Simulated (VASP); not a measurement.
CoO, 2 atoms in the cell. Symmetry: Fm-3m, No. 225, cubic system. The conventional cell has a = 4.263 Å, b = 4.263 Å, c = 4.263 Å, α = 90.00°, β = 90.00°, γ = 90.00°. Co (site symmetry m-3m) has 6 O at 2.13 Å within 2.8 Å. Within 2.8 Å of O (site symmetry m-3m) lie 6 Co at 2.13 Å. 

```yaml
Program: VASP 6.6.1
Task: single point
Functional: PBE
Potentials_or_basis: VASP PAW PBE potentials, release 64 (Co_sv, O)
Cutoff: 700 eV
k_mesh: 9 × 9 × 9
Occupations: fermi-dirac, width 0.05 eV
Spin: collinear spin, ferromagnetic start
Starting_moments: "[1.0, 0.0] μB"
Fixed_moment: 1 μB
Dipole_correction: no
Further_INCAR_settings: ALGO = Normal; EDIFF = 1e-06; NBANDS = 22
```

Potentials or basis: VASP PAW PBE potentials, release 64 (Co_sv, O).

Command:

```sh
$ cat potpaw_PBE.64/Co_sv/POTCAR potpaw_PBE.64/O/POTCAR > POTCAR
$ mpirun -np 1 vasp_std > vasp.out
```

Hardware: 1 thread of AMD EPYC 7R13 Processor (Zen 3), on a shared host.

Q: Estimate the wall time of this run.

A: It took 62 s on 1 thread of AMD EPYC 7R13 Processor (Zen 3) (shared host), peak memory 0.16 GiB. Counts: scf iterations 15, k points 35.
